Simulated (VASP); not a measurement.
A run of VASP 6.6.1:

The input POSCAR:

```
CuI2
1.0
    5.2003840000      0.0000000000      0.0000000000
    0.0000000000      5.2003840000      0.0000000000
    0.0000000000      0.0000000000      4.5441700000
Cu I
1 2
Direct
    0.0000000000      0.0000000000      0.0000000000
    0.0000000000      0.5000000000      0.0000000000
    0.5000000000      0.0000000000      0.0000000000
```

Contents of INCAR.step1:

```
SYSTEM = CuI2
PREC = Accurate ; ENCUT = 570
ISMEAR = 0 ; SIGMA = 0.1
LREAL = .False. ; LASPH = .True.
NELM = 120 ; NBANDS = 20
GGA = PE ; ALGO = Normal
EDIFF = 1E-5 ; LWAVE = .True.
LCHARG = .False. ; GGA_COMPAT = .False.
ISYM = -1
```

The input INCAR.step2:

```
SYSTEM = CuI2
PREC = Accurate ; ENCUT = 570
EDIFF = 1E-6 ; ISMEAR = 0
SIGMA = 0.1 ; LREAL = .False.
LASPH = .True. ; NELM = 120
ALGO = Normal ; ISIF = 2
LWAVE = .False. ; LCHARG = .True.
METAGGA = R2SCAN ; LMIXTAU = .True.
LELF = .True. ; LVHAR = .True.
NBANDS = 20 ; ISTART = 1
GGA_COMPAT = .False. ; ISYM = -1
```

KPOINTS

```
explicit points
1
Reciprocal
  0.25000000   0.25000000   0.25000000 1
```

Potentials or basis: VASP PAW PBE potentials, release 64 (Cu, I).

Command:

```bash
$ cat potpaw_PBE.64/Cu/POTCAR potpaw_PBE.64/I/POTCAR > POTCAR
$ cp INCAR.step1 INCAR
$ mpirun -np 1 vasp_std > vasp.out
$ cp INCAR.step2 INCAR
$ mpirun -np 1 vasp_std > vasp.out
```

Hardware: 1 thread of Intel(R) Xeon(R) 6975P-C (Granite Rapids) (shared host).

How long does it take, and how much memory?

It took 26 s on 1 thread of Intel(R) Xeon(R) 6975P-C (Granite Rapids) (shared host), peak memory 0.24 GiB. Counts: k points 1.
